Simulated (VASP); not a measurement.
# MgO (Cmcm) in VASP: further runs

Runs on MgO. Level: PBEsol. Tasks: single point.

All numbers are computed with VASP 6.6.1; they aren't measurements. Logs are shortened: lines on timing, memory, paths and dates and some standing lists are left out, and cuts for length are marked.

## (1) The cell of the first run

It takes space group Cmcm (No. 63, orthorhombic). The conventional cell has a = 3.495 Å, b = 6.053 Å, c = 4.195 Å, α = 90.00°, β = 90.00°, γ = 90.00°. Within 2.7 Å of Mg (site symmetry m2m) lie 5 O at 2.00 to 2.10 Å. Within 2.7 Å of O (site symmetry m2m) lie 5 Mg at 2.00 to 2.10 Å.

## (2) Single point, PBEsol (mode 5 frozen in at -0.049 Å, strain +e along z and -e/2 along x and y +0.0000)

Input file INCAR:

```
SYSTEM = MgO
PREC     = Accurate       ! precision mode
ENCUT    = 520            ! plane-wave cutoff, eV
EDIFF    = 1E-7           ! SCF threshold, eV
ISMEAR   = 0              ! smearing method
SIGMA    = 0.05           ! smearing width, eV
LREAL    = .False.        ! projectors in reciprocal space
LASPH    = .True.         ! aspherical terms in the spheres
NELM     = 60             ! most SCF steps
ALGO     = Normal         ! electronic algorithm
ISIF     = 2              ! what is computed and relaxed
LWAVE    = .False.        ! write WAVECAR
LCHARG   = .False.        ! write CHGCAR
GGA      = PS             ! functional
NBANDS   = 16             ! bands
```

Input file KPOINTS:

```
Automatic mesh
0
Gamma
  9 9 6
  0 0 0
```

Input file POSCAR:

```
MgO
1.0
    3.4947663863      0.0000000000      0.0000000000
   -1.7473831932      3.0265564708      0.0000000000
    0.0000000000      0.0000000000      4.1947132299
Mg O
2 2
Direct
    0.6586046991      0.3172093983      0.7500000000
    0.3413953009      0.6827906017      0.2500000000
    0.6726026025      0.3452052050      0.2500000000
    0.3273973975      0.6547947950      0.7500000000
```

Potentials or basis: VASP PAW PBE potentials, release 64 (Mg, O).

Command:

```bash
$ cat potpaw_PBE.64/Mg/POTCAR potpaw_PBE.64/O/POTCAR > POTCAR
$ mpirun -np 1 vasp_std > vasp.out
```

OUTCAR:

```text
SYSTEM = MgO
   PREC = Accurate
   ENCUT = 520
   EDIFF = 1E-7
   ISMEAR = 0
   LREAL = .False.
   LASPH = .True.
   NELM = 60
   ISIF = 2
   GGA = PS

 ion  position               nearest neighbor table
   1  0.659  0.317  0.750-   4 2.00   4 2.02   4 2.02   3 2.10   3 2.10   2 2.84   2 2.84   2 2.95
                             2 2.95   2 2.95   2 2.95
   2  0.341  0.683  0.250-   3 2.00   3 2.02   3 2.02   4 2.10   4 2.10   1 2.84   1 2.84   1 2.95
                             1 2.95   1 2.95   1 2.95
   3  0.673  0.345  0.250-   2 2.00   2 2.02   2 2.02   1 2.10   1 2.10
   4  0.327  0.655  0.750-   1 2.00   1 2.02   1 2.02   2 2.10   2 2.10

  LATTYP: Found a hexagonal cell.
 ALAT       =     3.4947663863
 C/A-ratio  =     1.2002843012

  Lattice vectors:

 A1 = (   3.4947663863,   0.0000000000,   0.0000000000)
 A2 = (  -1.7473831932,   3.0265564708,   0.0000000000)
 A3 = (   0.0000000000,   0.0000000000,   4.1947132299)

Analysis of symmetry for initial positions (statically):
=====================================================================
 Subroutine PRICEL returns:
 Original cell was already a primitive cell.

 Routine SETGRP: Setting up the symmetry group for a
 hexagonal supercell.

 Subroutine GETGRP returns: Found  8 space group operations
 (whereof  4 operations were pure point group operations)
 out of a pool of 24 trial point group operations.

The static configuration has the point symmetry C_2h.
 The point group associated with its full space group is D_2h.

Analysis of symmetry for dynamics (positions and initial velocities):
=====================================================================
 Subroutine PRICEL returns:
 Original cell was already a primitive cell.

 Routine SETGRP: Setting up the symmetry group for a
 hexagonal supercell.

 Subroutine GETGRP returns: Found  8 space group operations
 (whereof  4 operations were pure point group operations)
 out of a pool of 24 trial point group operations.

The dynamic configuration has the point symmetry C_2h.
 The point group associated with its full space group is D_2h.

 Subroutine INISYM returns: Found  8 space group operations
 (whereof  4 operations are pure point group operations),
 and found     1 'primitive' translations

----------------------------------------------------------------------------------------

                                     Primitive cell

  volume of cell :      44.3679

  direct lattice vectors                    reciprocal lattice vectors
     3.494766386  0.000000000  0.000000000     0.286142159  0.165204253  0.000000000
    -1.747383193  3.026556471  0.000000000     0.000000000  0.330408505  0.000000000
     0.000000000  0.000000000  4.194713230     0.000000000  0.000000000  0.238395319

  length of vectors
     3.494766386  3.494766386  4.194713230     0.330408505  0.330408505  0.238395319

  position of ions in fractional coordinates (direct lattice)
     0.658604699  0.317209398  0.750000000
     0.341395301  0.682790602  0.250000000
     0.672602602  0.345205205  0.250000000
     0.327397398  0.654794795  0.750000000

  ion indices of the primitive-cell ions
   primitive index   ion index
                 1           1
                 2           2
                 3           3
                 4           4

----------------------------------------------------------------------------------------

 KPOINTS: Automatic mesh

Automatic generation of k-mesh.
 Grid dimensions read from file:
 generate k-points for:    9    9    6

 Generating k-lattice:

  Cartesian coordinates                     Fractional coordinates (reciprocal lattice)
     0.031793573  0.018356028  0.000000000     0.111111111  0.000000000  0.000000000
     0.000000000  0.036712056  0.000000000     0.000000000  0.111111111  0.000000000
     0.000000000  0.000000000  0.039732553     0.000000000  0.000000000  0.166666667

  Length of vectors
     0.036712056  0.036712056  0.039732553

  Shift w.r.t. Gamma in fractional coordinates (k-lattice)
     0.000000000  0.000000000  0.000000000

 Subroutine IBZKPT returns following result:
 ===========================================

 Found    100 irreducible k-points:

 Following reciprocal coordinates:
            Coordinates               Weight
  0.000000  0.000000  0.000000      1.000000
  0.111111  0.000000  0.000000      4.000000
  0.000000  0.111111  0.000000      2.000000
  0.222222  0.000000  0.000000      4.000000
  0.000000  0.222222  0.000000      2.000000
  0.333333  0.000000  0.000000      4.000000
[... 16 lines left out ...]
 -0.222222 -0.444444  0.000000      4.000000
  0.444444  0.333333  0.000000      4.000000
 [... further k-points ...]
   k-points           NKPTS =    100   k-points in BZ     NKDIM =    100   number of bands    NBANDS=     16
   number of dos      NEDOS =    301   number of ions     NIONS =      4
   total plane-waves  NPLWV =  25088
   dimension x,y,z NGX =    28 NGY =   28 NGZ =   32
   dimension x,y,z NGXF=    56 NGYF=   56 NGZF=   64
   ions per type =               2   2
   NGX,Y,Z   is equivalent  to a cutoff of  13.32, 13.32, 12.68 a.u.
   NGXF,Y,Z  is equivalent  to a cutoff of  26.64, 26.64, 25.36 a.u.
 SYSTEM =  MgO
   PREC   = accura    normal or accurate (medium, high low for compatibility)
   ISTART =      0    job   : 0-new  1-cont  2-samecut
   ICHARG =      2    charge: 1-file 2-atom 10-const
   ISPIN  =      1    spin polarized calculation?
   LNONCOLLINEAR =      F non collinear calculations
   LSORBIT =      F    spin-orbit coupling
   LASPH  =      T    aspherical Exc in radial PAW
   ENCUT  =  520.0 eV  38.22 Ry    6.18 a.u.   6.50  6.50  7.80*2*pi/ulx,y,z
   NELM   =     60;   NELMIN=  2; NELMDL= -5     # of ELM steps
   EDIFF  = 0.1E-06   stopping-criterion for ELM
   LREAL  =      F    real-space projection
   EDIFFG = 0.1E-05   stopping-criterion for IOM
   NSW    =      0    number of steps for IOM
   IBRION =     -1    ionic relax: 0-MD 1-quasi-New 2-CG
   NFREE  =      0    steps in history (QN), initial steepest desc. (CG)
   ISIF   =      2    stress and relaxation
   ISYM   =      2    0-nonsym 1-usesym 2-fastsym
   POTIM  = 0.5000    time-step for ionic-motion
   TEBEG  =    0.0;   TEEND  =   0.0 temperature during run
   PSTRESS=    0.0 pullay stress
   NELECT =      16.0000    total number of electrons
   NUPDOWN=      -1.0000    fix difference up-down
   EMIN   =  10.00;   EMAX   =-10.00  energy-range for DOS
   EFERMI =   0.00;   METHOD = LEGACY
   ISMEAR =     0;   SIGMA  =   0.05  broadening in eV -4-tet -1-fermi 0-gaus
   EFERMI_NEDOS =   21; number of points for ismear=-14 and -15
   IALGO  =     38    algorithm
   IMIX   =      4    mixing-type and parameters
     AMIX     =   0.40;   BMIX     =  1.00
     AMIX_MAG =   1.60;   BMIX_MAG =  1.00
  volume/ion in A,a.u.               =      11.09        74.85
  Fermi-wavevector in a.u.,A,eV,Ry     =   1.165266  2.202034 18.474602  1.357845
  Thomas-Fermi vector in A             =   2.301794
   LORBIT       =      0    0 simple, 1 ext, 2 COOP (PROOUT), +10 PAW based schemes
   GGA     = PS    functional components
   LHFCALC =     F    Hartree Fock is set to
   AEXX    =    0.0000 exact exchange contribution
   IVDW    =     0    specifies the selected vdW correction
   LEPSILON=     F    determine dielectric tensor
   LRPA    =     F    only Hartree local field effects (RPA)
 non-spin polarized calculation
 Gauss-broadening in eV      SIGMA  =   0.05
  energy-cutoff  :      520.00
  volume of cell :       44.37
 maximum number of plane-waves:      1228
 NGX is ok and might be reduce to    28
   NGX = 13   NGY = 13   NGZ = 15

 number of electron      15.9999996 magnetization

 Free energy of the ion-electron system (eV)
  ---------------------------------------------------
  ext. energy  EPLUGINS =         0.00000000
  ---------------------------------------------------
  free energy    TOTEN  =       -24.73420354 eV

  energy without entropy =      -24.73420354  energy(sigma->0) =      -24.73420354

 E-fermi :   2.0812     XC(G=0): -10.2749

 val. band max:        1.8365543572   @ k =   0.0000   0.0000   0.0000
 cond. band min:       5.0891025445   @ k =   0.0000   0.0000   0.0000
 fundamental gap:      3.2525481872
 Fermi energy:         2.0812326529

 k-point     1 :       0.0000    0.0000    0.0000
  band No.  band energies     occupation
      1     -15.0022      2.00000
      2     -13.5938      2.00000
      3      -1.8353      2.00000
      4       0.0658      2.00000
      5       0.1221      2.00000
      6       0.9376      2.00000
[... 8 lines left out ...]
     15      17.1485      0.00000
     16      17.4115      0.00000

 k-point     2 :       0.1111    0.0000    0.0000
  band No.  band energies     occupation
      1     -14.9404      2.00000
      2     -13.6053      2.00000
      3      -1.7371      2.00000
      4      -0.1147      2.00000
      5       0.0113      2.00000
      6       0.7340      2.00000
[... 8 lines left out ...]
     15      16.7835      0.00000
     16      16.8984      0.00000

 k-point     3 :       0.0000    0.1111    0.0000
  band No.  band energies     occupation
      1     -14.9421      2.00000
      2     -13.6023      2.00000
      3      -1.7406      2.00000
      4      -0.0974      2.00000
      5      -0.0220      2.00000
      6       0.6532      2.00000
[... 8 lines left out ...]
     15      16.7631      0.00000
     16      16.8124      0.00000

 k-point     4 :       0.2222    0.0000    0.0000
  band No.  band energies     occupation
      1     -14.7699      2.00000
      2     -13.6466      2.00000
      3      -1.4548      2.00000
      4      -0.6668      2.00000
      5      -0.2021      2.00000
      6       0.2851      2.00000
[... 8 lines left out ...]
     15      15.8476      0.00000
     16      16.3384      0.00000
[... 324 lines left out ...]
 k-point    22 :       0.3333    0.2222    0.0000
  band No.  band energies     occupation
      1     -14.2177      2.00000
      2     -13.9018      2.00000
      3      -1.7545      2.00000
      4      -0.5555      2.00000
      5      -0.3900      2.00000
      6      -0.1430      2.00000
[... 8 lines left out ...]
     15      16.1837      0.00000
     16      16.6929      0.00000

 k-point    23 :      -0.2222   -0.4444    0.0000
  band No.  band energies     occupation
      1     -14.2441      2.00000
      2     -13.8709      2.00000
      3      -1.8007      2.00000
      4      -0.5583      2.00000
      5      -0.4498      2.00000
      6      -0.1143      2.00000
[... 8 lines left out ...]
     15      16.4293      0.00000
     16      16.4868      0.00000

 k-point    24 :       0.4444    0.3333    0.0000
  band No.  band energies     occupation
      1     -14.1974      2.00000
      2     -13.9250      2.00000
      3      -1.7303      2.00000
      4      -0.5365      2.00000
      5      -0.3443      2.00000
      6      -0.1688      2.00000
[... 8 lines left out ...]
     15      15.9802      0.00000
     16      16.6980      0.00000

 [... further k-points ...]
[... 5 lines left out ...]
  --------------------------------------------------------------------------------------
  -------------------------------------------------------------------------------------
  Total       -0.2268384     -0.0305288     -0.0859814      0.0000000      0.0000000      0.0000000
  in kB       -8.1913957     -1.1024289     -3.1048889      0.0000000      0.0000000      0.0000000
  external PRESSURE =      -4.1329045 kB  Pullay stress =       0.0000000 kB

 VOLUME and BASIS-vectors are now :
 -----------------------------------------------------------------------------
  energy-cutoff  :      520.00
  volume of cell :       44.37
      direct lattice vectors                 reciprocal lattice vectors
     3.494766386  0.000000000  0.000000000     0.286142159  0.165204253  0.000000000
    -1.747383193  3.026556471  0.000000000     0.000000000  0.330408505  0.000000000
     0.000000000  0.000000000  4.194713230     0.000000000  0.000000000  0.238395319

 POSITION                                       TOTAL-FORCE (eV/Angst)
 -----------------------------------------------------------------------------------
      1.74738      0.96005      3.14603        -0.000000      0.388284     -0.000000
      0.00000      2.06650      1.04868         0.000000     -0.388284      0.000000
      1.74738      1.04478      1.04868         0.000000     -0.170780     -0.000000
     -0.00000      1.98177      3.14603        -0.000000      0.170780      0.000000
 -----------------------------------------------------------------------------------
    total drift:                               -0.000000      0.000000     -0.000000

  FREE ENERGIE OF THE ION-ELECTRON SYSTEM (eV)
  ---------------------------------------------------
  free  energy   TOTEN  =       -24.7342035364 eV

  energy  without entropy=      -24.7342035364  energy(sigma->0) =      -24.73420354
```

It took 26 s on 1 thread of Intel Xeon 6975P-C (Granite Rapids), shared host; peak memory 0.2 GiB.

What came out:

```yaml
Free_energy: -24.7342 eV
Pressure: -0.4 GPa
Largest_force: 0.388 eV/Å
Band_gap_on_the_k_mesh: 3.25 eV, direct
```

Forces on the atoms (eV/Å):
```
Mg   0.000  0.388  0.000
Mg   0.000 -0.388  0.000
O    0.000 -0.171  0.000
O    0.000  0.171  0.000
```

Stress tensor (GPa, compression positive):
```
-0.82  0.00  0.00
 0.00 -0.11  0.00
 0.00  0.00 -0.31
```

Caveat: the cell differs from its parent crystal (mode 5 frozen in at -0.049 Å, strain +e along z and -e/2 along x and y +0.0000); the PAW data sets were made with another functional, which shifts forces and pressure a little.

## (3) Single point, PBEsol (mode 5 frozen in at -0.049 Å, strain +e along z and -e/2 along x and y -0.0467)

Input file INCAR:

```
PREC = Accurate
ENCUT = 520
EDIFF = 1E-6
ISMEAR = 0
SIGMA = 0.05
LREAL = F
LASPH = T
NELM = 60
ALGO = Normal
ISIF = 2
LWAVE = F
LCHARG = F
GGA = PS
NBANDS = 16
```

Input file KPOINTS:

```
regular mesh
0
Gamma
  9 9 6
```

Input file POSCAR:

```
MgO
1.0
    3.5763691814      0.0000000000      0.0000000000
   -1.7881845907      3.0972265644      0.0000000000
    0.0000000000      0.0000000000      3.9988201221
Mg O
2 2
Direct
    0.6586046991      0.3172093983      0.7500000000
    0.3413953009      0.6827906017      0.2500000000
    0.6726026025      0.3452052050      0.2500000000
    0.3273973975      0.6547947950      0.7500000000
```

Potentials or basis: VASP PAW PBE potentials, release 64 (Mg, O).

Command:

```bash
$ cat potpaw_PBE.64/Mg/POTCAR potpaw_PBE.64/O/POTCAR > POTCAR
$ mpirun -np 1 vasp_std > vasp.out
```

It took 25 s on 1 thread of Intel Xeon 6975P-C (Granite Rapids), shared host; peak memory 0.2 GiB.

Results (log left out):

```yaml
Free_energy: -24.6420 eV
Pressure: 1.7 GPa
Largest_force: 0.390 eV/Å
Band_gap_on_the_k_mesh: 3.35 eV, direct
```

Forces on the atoms (eV/Å):
```
Mg   0.000  0.390  0.000
Mg   0.000 -0.390  0.000
O    0.000 -0.222  0.000
O    0.000  0.222  0.000
```

Stress tensor (GPa, compression positive):
```
-3.35  0.00  0.00
 0.00 -3.10  0.00
 0.00  0.00 11.48
```

Levels at points of the mesh, in eV from the valence-band top:
```
           k point  band 6  band 7  band 8  band 9  band 10  band 11
(0.00, 0.00, 0.00)   -0.73   -0.52    0.00    3.35     9.72    11.79
(0.00, 0.00, 0.50)   -1.24   -1.19   -1.19    6.45     6.45    12.37
```

Caveat: the cell differs from its parent crystal (mode 5 frozen in at -0.049 Å, strain +e along z and -e/2 along x and y -0.0467); the PAW data sets were made with another functional, which shifts forces and pressure a little.

## (4) Single point, PBEsol (mode 5 frozen in at +0.049 Å, strain +e along z and -e/2 along x and y +0.0467)

Input file INCAR:

```
SYSTEM = MgO
PREC     = Accurate       ! precision mode
ENCUT    = 520            ! plane-wave cutoff, eV
EDIFF    = 1E-6           ! SCF threshold, eV
ISMEAR   = 0              ! smearing method
SIGMA    = 0.05           ! smearing width, eV
LREAL    = .False.        ! projectors in reciprocal space
LASPH    = .True.         ! aspherical terms in the spheres
NELM     = 60             ! most SCF steps
ALGO     = Normal         ! electronic algorithm
ISIF     = 2              ! what is computed and relaxed
LWAVE    = .False.        ! write WAVECAR
LCHARG   = .False.        ! write CHGCAR
GGA      = PS             ! functional
NBANDS   = 16             ! bands
```

Input file KPOINTS:

```
Automatic mesh
0
Gamma
  9 9 6
  0 0 0
```

Input file POSCAR:

```
MgO
1.0
    3.4131635912      0.0000000000      0.0000000000
   -1.7065817956      2.9558863772      0.0000000000
    0.0000000000      0.0000000000      4.3906063377
Mg O
2 2
Direct
    0.6747286342      0.3494572684      0.7500000000
    0.3252713658      0.6505427316      0.2500000000
    0.6607307308      0.3214614617      0.2500000000
    0.3392692692      0.6785385383      0.7500000000
```

Command:

```bash
$ cat potpaw_PBE.64/Mg/POTCAR potpaw_PBE.64/O/POTCAR > POTCAR
$ mpirun -np 1 vasp_std > vasp.out
```

Run time: 34 s. Hardware: 1 thread of Intel Xeon 6975P-C (Granite Rapids), shared host; peak memory 0.21 GiB.

It converged, with:

```
Free energy            : -24.6654 eV
Pressure               : 0.7 GPa
Largest force          : 0.344 eV/Å
Band gap on the k mesh : 3.18 eV, direct
```

Forces on the atoms (eV/Å):
```
Mg   0.000 -0.344  0.000
Mg   0.000  0.344  0.000
O    0.000  0.116  0.000
O    0.000 -0.116  0.000
```

Stress tensor (GPa, compression positive):
```
 5.05  0.00  0.00
 0.00  3.50  0.00
 0.00  0.00 -6.46
```

Levels at points of the mesh, in eV from the valence-band top:
| k point | band 6 | band 7 | band 8 | band 9 | band 10 | band 11 |
| --- | --- | --- | --- | --- | --- | --- |
| (0.00, 0.00, 0.00) | -1.04 | -0.90 | 0.00 | 3.18 | 9.05 | 11.32 |
| (0.00, 0.00, 0.50) | -1.38 | -1.34 | -1.34 | 6.17 | 6.17 | 13.11 |

Caveat: the cell differs from its parent crystal (mode 5 frozen in at +0.049 Å, strain +e along z and -e/2 along x and y +0.0467); the PAW data sets were made with another functional, which shifts forces and pressure a little.

## (5) Overview

```tsv
cell	gap on the mesh (eV)	pressure (GPa)	largest force (eV/Å)
a = 3.495, b = 3.495, c = 4.195 Å, angles 90.0, 90.0, 120.0°, 4 atoms	3.25	-0.4	0.39
a = 3.576, b = 3.576, c = 3.999 Å, angles 90.0, 90.0, 120.0°, 4 atoms	3.35	1.7	0.39
a = 3.413, b = 3.413, c = 4.391 Å, angles 90.0, 90.0, 120.0°, 4 atoms	3.18	0.7	0.34
```

Alike in all rows: task single point; level PBEsol; potentials or basis VASP PAW PBE potentials, release 64 (Mg, O); no spin polarisation; k mesh 9 × 9 × 6; cutoff (eV) 520; smearing gaussian 0.05 eV.

Caveats: the PAW data sets were made with another functional, which shifts forces and pressure a little.

Total energies depend on the potentials used, so only differences within one code and one set of settings carry meaning.
